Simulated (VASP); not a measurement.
# In2Au (Fm-3m) in VASP: a series of runs

In2Au is run at these levels: LDA; tasks: electric field gradients.

Program: VASP 6.6.1. These are calculated values, not measurements. Logs are shortened: lines on timing, memory, paths and dates and some standing lists are left out, and cuts for length are marked.

**1. The cell of the first run**

It takes space group Fm-3m (No. 225, cubic). The conventional cell has a = 6.545 Å, b = 6.545 Å, c = 6.545 Å, α = 90.00°, β = 90.00°, γ = 90.00°. In (site symmetry -43m) has 4 Au at 2.83 Å and 6 In at 3.27 Å within 3.7 Å. Within 3.7 Å of Au (site symmetry m-3m) lie 8 In at 2.83 Å.

**2. Electric field gradients, LDA (volume scaled by 1.02)**

INCAR reads:

```
PREC     = Accurate       # precision mode
ENCUT    = 520            # plane-wave cutoff, eV
EDIFF    = 1E-8           # SCF threshold, eV
ISMEAR   = -1             # smearing method
SIGMA    = 0.05           # smearing width, eV
LREAL    = F              # projectors in reciprocal space
LASPH    = T              # aspherical terms in the spheres
NELM     = 100            # most SCF steps
ALGO     = Normal         # electronic algorithm
ISIF     = 2              # what is computed and relaxed
LWAVE    = F              # write WAVECAR
LCHARG   = F              # write CHGCAR
LEFG     = T            
NBANDS   = 26             # bands
```

KPOINTS reads:

```
Automatic mesh
0
Gamma
  10 10 10
```

POSCAR reads:

```
In2Au
1.0
    0.0000000000      3.2725304288      3.2725304288
    3.2725304288      0.0000000000      3.2725304288
    3.2725304288      3.2725304288      0.0000000000
In Au
2 1
Direct
    0.2500000000      0.2500000000      0.2500000000
    0.7500000000      0.7500000000      0.7500000000
    0.0000000000      0.0000000000      0.0000000000
```

Potentials or basis: VASP PAW LDA potentials, release 64 (In_d, Au).

Started as:

```sh
> cat potpaw_LDA.64/In_d/POTCAR potpaw_LDA.64/Au/POTCAR > POTCAR
> mpirun -np 1 vasp_std > vasp.out
```

OUTCAR:

```text
PREC = Accurate
   ENCUT = 520
   EDIFF = 1E-8
   ISMEAR = -1
   LREAL = F
   LASPH = T
   NELM = 100
   ISIF = 2

 ion  position               nearest neighbor table
   1  0.250  0.250  0.250-   3 2.83   3 2.83   3 2.83   3 2.83   2 3.27   2 3.27   2 3.27   2 3.27
                             2 3.27   2 3.27
   2  0.750  0.750  0.750-   3 2.83   3 2.83   3 2.83   3 2.83   1 3.27   1 3.27   1 3.27   1 3.27
                             1 3.27   1 3.27
   3  0.000  0.000  0.000-   2 2.83   2 2.83   2 2.83   1 2.83   2 2.83   1 2.83   1 2.83   1 2.83

  LATTYP: Found a face centered cubic cell.
 ALAT       =     6.5450608576

  Lattice vectors:

 A1 = (   0.0000000000,   3.2725304288,   3.2725304288)
 A2 = (   3.2725304288,   0.0000000000,   3.2725304288)
 A3 = (   3.2725304288,   3.2725304288,   0.0000000000)

Analysis of symmetry for initial positions (statically):
=====================================================================
 Subroutine PRICEL returns:
 Original cell was already a primitive cell.

 Routine SETGRP: Setting up the symmetry group for a
 face centered cubic supercell.

 Subroutine GETGRP returns: Found 48 space group operations
 (whereof 48 operations were pure point group operations)
 out of a pool of 48 trial point group operations.

The static configuration has the point symmetry O_h .

Analysis of symmetry for dynamics (positions and initial velocities):
=====================================================================
 Subroutine PRICEL returns:
 Original cell was already a primitive cell.

 Routine SETGRP: Setting up the symmetry group for a
 face centered cubic supercell.

 Subroutine GETGRP returns: Found 48 space group operations
 (whereof 48 operations were pure point group operations)
 out of a pool of 48 trial point group operations.

The dynamic configuration has the point symmetry O_h .

 Subroutine INISYM returns: Found 48 space group operations
 (whereof 48 operations are pure point group operations),
 and found     1 'primitive' translations

----------------------------------------------------------------------------------------

                                     Primitive cell

  volume of cell :      70.0940

  direct lattice vectors                    reciprocal lattice vectors
     0.000000000  3.272530429  3.272530429    -0.152786967  0.152786967  0.152786967
     3.272530429  0.000000000  3.272530429     0.152786967 -0.152786967  0.152786967
     3.272530429  3.272530429  0.000000000     0.152786967  0.152786967 -0.152786967

  length of vectors
     4.628056916  4.628056916  4.628056916     0.264634790  0.264634790  0.264634790

  position of ions in fractional coordinates (direct lattice)
     0.250000000  0.250000000  0.250000000
     0.750000000  0.750000000  0.750000000
     0.000000000  0.000000000  0.000000000

  ion indices of the primitive-cell ions
   primitive index   ion index
                 1           1
                 2           2
                 3           3

----------------------------------------------------------------------------------------

 KPOINTS: Automatic mesh

Automatic generation of k-mesh.
 Grid dimensions read from file:
 generate k-points for:   10   10   10

 Generating k-lattice:

  Cartesian coordinates                     Fractional coordinates (reciprocal lattice)
    -0.015278697  0.015278697  0.015278697     0.100000000  0.000000000  0.000000000
     0.015278697 -0.015278697  0.015278697     0.000000000  0.100000000  0.000000000
     0.015278697  0.015278697 -0.015278697     0.000000000  0.000000000  0.100000000

  Length of vectors
     0.026463479  0.026463479  0.026463479

  Shift w.r.t. Gamma in fractional coordinates (k-lattice)
     0.000000000  0.000000000  0.000000000

 Subroutine IBZKPT returns following result:
 ===========================================

 Found     47 irreducible k-points:

 Following reciprocal coordinates:
            Coordinates               Weight
  0.000000  0.000000  0.000000      1.000000
  0.100000  0.000000  0.000000      8.000000
  0.200000  0.000000  0.000000      8.000000
  0.300000  0.000000  0.000000      8.000000
  0.400000  0.000000  0.000000      8.000000
  0.500000  0.000000  0.000000      4.000000
[... 16 lines left out ...]
  0.300000  0.300000  0.000000      6.000000
  0.400000  0.300000  0.000000     24.000000
 [... further k-points ...]
   k-points           NKPTS =     47   k-points in BZ     NKDIM =     47   number of bands    NBANDS=     26
   number of dos      NEDOS =    301   number of ions     NIONS =      3
   total plane-waves  NPLWV =  46656
   dimension x,y,z NGX =    36 NGY =   36 NGZ =   36
   dimension x,y,z NGXF=    72 NGYF=   72 NGZF=   72
   ions per type =               2   1
   NGX,Y,Z   is equivalent  to a cutoff of  12.93, 12.93, 12.93 a.u.
   NGXF,Y,Z  is equivalent  to a cutoff of  25.86, 25.86, 25.86 a.u.
 SYSTEM =  unknown system
   PREC   = accura    normal or accurate (medium, high low for compatibility)
   ISTART =      0    job   : 0-new  1-cont  2-samecut
   ICHARG =      2    charge: 1-file 2-atom 10-const
   ISPIN  =      1    spin polarized calculation?
   LNONCOLLINEAR =      F non collinear calculations
   LSORBIT =      F    spin-orbit coupling
   LASPH  =      T    aspherical Exc in radial PAW
   ENCUT  =  520.0 eV  38.22 Ry    6.18 a.u.   8.61  8.61  8.61*2*pi/ulx,y,z
   NELM   =    100;   NELMIN=  2; NELMDL= -5     # of ELM steps
   EDIFF  = 0.1E-07   stopping-criterion for ELM
   LREAL  =      F    real-space projection
   EDIFFG = 0.1E-06   stopping-criterion for IOM
   NSW    =      0    number of steps for IOM
   IBRION =     -1    ionic relax: 0-MD 1-quasi-New 2-CG
   NFREE  =      0    steps in history (QN), initial steepest desc. (CG)
   ISIF   =      2    stress and relaxation
   ISYM   =      2    0-nonsym 1-usesym 2-fastsym
   POTIM  = 0.5000    time-step for ionic-motion
   TEBEG  =    0.0;   TEEND  =   0.0 temperature during run
   PSTRESS=    0.0 pullay stress
   NELECT =      37.0000    total number of electrons
   NUPDOWN=      -1.0000    fix difference up-down
   EMIN   =  10.00;   EMAX   =-10.00  energy-range for DOS
   EFERMI =   0.00;   METHOD = LEGACY
   ISMEAR =    -1;   SIGMA  =   0.05  broadening in eV -4-tet -1-fermi 0-gaus
   EFERMI_NEDOS =   21; number of points for ismear=-14 and -15
   IALGO  =     38    algorithm
   IMIX   =      4    mixing-type and parameters
     AMIX     =   0.40;   BMIX     =  1.00
     AMIX_MAG =   1.60;   BMIX_MAG =  1.00
  volume/ion in A,a.u.               =      23.36       157.67
  Fermi-wavevector in a.u.,A,eV,Ry     =   1.323067  2.500233 23.817070  1.750505
  Thomas-Fermi vector in A             =   2.452702
   LORBIT       =      0    0 simple, 1 ext, 2 COOP (PROOUT), +10 PAW based schemes
   GGA     = CA    functional components
   LHFCALC =     F    Hartree Fock is set to
   AEXX    =    0.0000 exact exchange contribution
   IVDW    =     0    specifies the selected vdW correction
   LEPSILON=     F    determine dielectric tensor
   LRPA    =     F    only Hartree local field effects (RPA)
 non-spin polarized calculation
  energy-cutoff  :      520.00
  volume of cell :       70.09
 maximum number of plane-waves:      1917
   NGX = 17   NGY = 17   NGZ = 17

 number of electron      36.9999996 magnetization

 Free energy of the ion-electron system (eV)
  ---------------------------------------------------
  ext. energy  EPLUGINS =         0.00000000
  ---------------------------------------------------
  free energy    TOTEN  =       -11.67490824 eV

  energy without entropy =      -11.66452822  energy(sigma->0) =      -11.66971823

 E-fermi :   7.6007     XC(G=0): -10.9405

 val. band max:        7.5818793620   @ k =   0.1000   0.1000   0.0000
 cond. band min:       7.6095729745   @ k =   0.4000   0.1000   0.0000
 fundamental gap:      0.0276936125
 Fermi energy:         7.6006949559

 k-point     1 :       0.0000    0.0000    0.0000
  band No.  band energies     occupation
      1      -7.1770      2.00000
      2      -7.1770      2.00000
      3      -7.0303      2.00000
      4      -7.0303      2.00000
      5      -7.0303      2.00000
      6      -6.7630      2.00000
[... 18 lines left out ...]
     25      13.1663      0.00000
     26      13.1663      0.00000
[... 644 lines left out ...]
      4      -6.9185      2.00000
      5      -6.9111      2.00000
      6      -6.8985      2.00000
[... 18 lines left out ...]
     25      17.3264      0.00000
     26      17.6525      0.00000

 [... further k-points ...]
[... 5 lines left out ...]
  --------------------------------------------------------------------------------------
  -------------------------------------------------------------------------------------
  Total       -1.0997489     -1.0997489     -1.0997489     -0.0000000      0.0000000     -0.0000000
  in kB      -25.1375550    -25.1375550    -25.1375550     -0.0000000      0.0000000     -0.0000000
  external PRESSURE =     -25.1375550 kB  Pullay stress =       0.0000000 kB

 VOLUME and BASIS-vectors are now :
 -----------------------------------------------------------------------------
  energy-cutoff  :      520.00
  volume of cell :       70.09
      direct lattice vectors                 reciprocal lattice vectors
     0.000000000  3.272530429  3.272530429    -0.152786967  0.152786967  0.152786967
     3.272530429  0.000000000  3.272530429     0.152786967 -0.152786967  0.152786967
     3.272530429  3.272530429  0.000000000     0.152786967  0.152786967 -0.152786967

 POSITION                                       TOTAL-FORCE (eV/Angst)
 -----------------------------------------------------------------------------------
      1.63627      1.63627      1.63627        -0.000000      0.000000     -0.000000
      4.90880      4.90880      4.90880         0.000000     -0.000000      0.000000
      0.00000      0.00000      0.00000         0.000000     -0.000000     -0.000000
 -----------------------------------------------------------------------------------
    total drift:                                0.000000      0.000000      0.000000

  FREE ENERGIE OF THE ION-ELECTRON SYSTEM (eV)
  ---------------------------------------------------
  free  energy   TOTEN  =       -11.6749082377 eV

  energy  without entropy=      -11.6645282243  energy(sigma->0) =      -11.66971823

 Electric field gradients (V/A^2)
---------------------------------------------------------------------
 ion       V_xx      V_yy      V_zz      V_xy      V_xz      V_yz
---------------------------------------------------------------------
   1      -0.000     0.000    -0.000     0.002     0.002     0.002
   2      -0.000     0.000    -0.000     0.002     0.002     0.002
   3       0.000     0.000     0.000     0.000     0.000     0.000
---------------------------------------------------------------------

 Electric field gradients after diagonalization (V/A^2)
 (convention: |V_zz| > |V_xx| > |V_yy|)
----------------------------------------------------------------------
 ion       V_xx      V_yy      V_zz     asymmetry (V_yy - V_xx)/ V_zz
----------------------------------------------------------------------
   1      -0.002    -0.002     0.004       0.000
   2      -0.002    -0.002     0.004       0.000
   3      -0.000    -0.000     0.001       0.000
----------------------------------------------------------------------

           NMR quadrupolar parameters

 Cq : quadrupolar parameter    Cq=e*Q*V_zz/h
 eta: asymmetry parameters     (V_yy - V_xx)/ V_zz
 Q  : nuclear electric quadrupole moment in mb (millibarn)
----------------------------------------------------------------------
 ion       Cq(MHz)       eta       Q (mb)
----------------------------------------------------------------------
   1       0.000       0.000       1.000
   2       0.000       0.000       1.000
   3       0.000       0.000       1.000
----------------------------------------------------------------------
```

Run time: 62 s. Hardware: 1 thread of Intel Xeon Platinum 8259CL at 2.50GHz (Skylake/Cascade Lake), shared host; peak memory 0.23 GiB.

What came out:

```yaml
Free_energy: -11.6749 eV
Pressure: -2.5 GPa
```

Levels at points of the mesh, in eV from the Fermi level:
```tsv
k point	band 15	band 16	band 17	band 18	band 19	band 20	band 21	band 22	band 23	band 24
(0.00, 0.00, 0.00)	-4.70	-4.70	0.09	3.05	3.05	3.05	3.74	3.74	3.74	4.07
(0.50, 0.00, 0.00)	-4.71	-4.71	-4.60	0.88	0.88	1.61	2.72	3.60	3.60	8.98
(0.50, 0.50, 0.00)	-4.88	-4.72	-4.19	-1.82	-1.82	-0.37	2.44	8.82	8.82	9.81
```

Caveat: without QUAD_EFG the Cq values of the log hold for a quadrupole moment of 1 mb, not for the nuclei; spin-orbit coupling is left out, which moves the levels of the heavy elements.

**3. Electric field gradients, LDA (volume scaled by 1.06)**

INCAR reads:

```
SYSTEM = In2Au
ALGO = Normal
EDIFF = 1E-8
ENCUT = 520
GGA = CA
ISIF = 2
ISMEAR = -1
LASPH = .TRUE.
LCHARG = .FALSE.
LEFG = .TRUE.
LREAL = .FALSE.
LWAVE = .FALSE.
NBANDS = 26
NELM = 60
PREC = Accurate
SIGMA = 0.05
```

KPOINTS reads:

```
k-points
0
G
  10 10 10
  0 0 0
```

POSCAR reads:

```
In2Au
1.0
    0.0000000000      3.3147612857      3.3147612857
    3.3147612857      0.0000000000      3.3147612857
    3.3147612857      3.3147612857      0.0000000000
In Au
2 1
Direct
    0.2500000000      0.2500000000      0.2500000000
    0.7500000000      0.7500000000      0.7500000000
    0.0000000000      0.0000000000      0.0000000000
```

Potentials or basis: VASP PAW LDA potentials, release 64 (In_d, Au).

Started as:

```sh
> cat potpaw_LDA.64/In_d/POTCAR potpaw_LDA.64/Au/POTCAR > POTCAR
> mpirun -np 1 vasp_std > vasp.out
```

OUTCAR:

```text
SYSTEM = In2Au
   EDIFF = 1E-8
   ENCUT = 520
   GGA = CA
   ISIF = 2
   ISMEAR = -1
   LASPH = .TRUE.
   LREAL = .FALSE.
   NELM = 60
   PREC = Accurate

 ion  position               nearest neighbor table
   1  0.250  0.250  0.250-   3 2.87   3 2.87   3 2.87   3 2.87   2 3.31   2 3.31   2 3.31   2 3.31
                             2 3.31   2 3.31
   2  0.750  0.750  0.750-   3 2.87   3 2.87   3 2.87   3 2.87   1 3.31   1 3.31   1 3.31   1 3.31
                             1 3.31   1 3.31
   3  0.000  0.000  0.000-   1 2.87   2 2.87   2 2.87   2 2.87   2 2.87   1 2.87   1 2.87   1 2.87

  LATTYP: Found a face centered cubic cell.
 ALAT       =     6.6295225714

[... 920 lines left out ...]
---------------------------------------------------------------------
 ion       V_xx      V_yy      V_zz      V_xy      V_xz      V_yz
---------------------------------------------------------------------
   1       0.000     0.000    -0.000     0.002     0.002     0.002
   2       0.000     0.000    -0.000     0.002     0.002     0.002
   3       0.000    -0.000    -0.000     0.001     0.001     0.001
---------------------------------------------------------------------

 Electric field gradients after diagonalization (V/A^2)
 (convention: |V_zz| > |V_xx| > |V_yy|)
----------------------------------------------------------------------
 ion       V_xx      V_yy      V_zz     asymmetry (V_yy - V_xx)/ V_zz
----------------------------------------------------------------------
   1      -0.002    -0.002     0.005       0.000
   2      -0.002    -0.002     0.005       0.000
   3      -0.001    -0.001     0.001       0.000
----------------------------------------------------------------------

           NMR quadrupolar parameters

 Cq : quadrupolar parameter    Cq=e*Q*V_zz/h
 eta: asymmetry parameters     (V_yy - V_xx)/ V_zz
 Q  : nuclear electric quadrupole moment in mb (millibarn)
----------------------------------------------------------------------
 ion       Cq(MHz)       eta       Q (mb)
----------------------------------------------------------------------
   1       0.000       0.000       1.000
   2       0.000       0.000       1.000
   3       0.000       0.000       1.000
----------------------------------------------------------------------
```

OSZICAR:

```text
N       E                     dE             d eps       ncg     rms          rms(c)
DAV:   1     0.340115524101E+03    0.34012E+03   -0.17507E+04  2452   0.185E+03
DAV:   2     0.196064181814E+02   -0.32051E+03   -0.30813E+03  2456   0.437E+02
DAV:   3    -0.112877008393E+02   -0.30894E+02   -0.30341E+02  2822   0.148E+02
DAV:   4    -0.122707012414E+02   -0.98300E+00   -0.98002E+00  2908   0.269E+01
DAV:   5    -0.123149794194E+02   -0.44278E-01   -0.44273E-01  3594   0.528E+00    0.762E+00
DAV:   6    -0.116898329407E+02    0.62515E+00   -0.26662E+00  2620   0.120E+01    0.434E+00
DAV:   7    -0.116350072987E+02    0.54826E-01   -0.13943E-01  3304   0.419E+00    0.248E+00
DAV:   8    -0.116153793068E+02    0.19628E-01   -0.38817E-02  3158   0.203E+00    0.249E-01
DAV:   9    -0.116141330865E+02    0.12462E-02   -0.58205E-03  3338   0.102E+00    0.235E-01
DAV:  10    -0.116141029594E+02    0.30127E-04   -0.52940E-04  2834   0.242E-01    0.515E-02
DAV:  11    -0.116140996903E+02    0.32691E-05   -0.26101E-05  3738   0.502E-02    0.157E-02
DAV:  12    -0.116141015409E+02   -0.18506E-05   -0.45644E-06  2662   0.140E-02    0.502E-03
DAV:  13    -0.116141015308E+02    0.10102E-07   -0.73320E-07  3096   0.859E-03    0.178E-03
DAV:  14    -0.116141015328E+02   -0.20227E-08   -0.50067E-08  2450   0.178E-03
   1 F= -.11614102E+02 E0= -.11608570E+02  d E =-.110628E-01
```

stdout:

```text
POSCAR found type information on POSCAR InAu
 POSCAR found :  2 types and       3 ions
 scaLAPACK will be used
 LDA part: xc-table for (Slater(with rela. corr.)+CA(PZ))
 , standard interpolation
 POSCAR, INCAR and KPOINTS ok, starting setup
 FFT: planning ... GRIDC
 FFT: planning ... GRID_SOFT
 FFT: planning ... GRID
 WAVECAR not read
 entering main loop
ion   1

ion   2

ion   3
```

Run time: 70 s. Hardware: 1 thread of Intel Xeon Platinum 8259CL at 2.50GHz (Skylake/Cascade Lake), shared host; peak memory 0.22 GiB.

Results:

| Item | Value |
| --- | --- |
| Free energy | -11.6141 eV |
| Pressure | -4.7 GPa |

Levels at points of the mesh, in eV from the Fermi level:
```csv
k point,band 15,band 16,band 17,band 18,band 19,band 20,band 21,band 22,band 23,band 24
"(0.00, 0.00, 0.00)",-4.55,-4.55,-0.11,2.95,2.95,2.95,3.66,3.66,3.66,3.87
"(0.50, 0.00, 0.00)",-4.56,-4.56,-4.47,0.90,0.90,1.41,2.66,3.50,3.50,8.83
"(0.50, 0.50, 0.00)",-4.73,-4.57,-4.08,-1.69,-1.69,-0.52,2.40,8.54,8.54,9.49
```

Caveat: without QUAD_EFG the Cq values of the log hold for a quadrupole moment of 1 mb, not for the nuclei; spin-orbit coupling is left out, which moves the levels of the heavy elements.

[end of part 1 of 2]
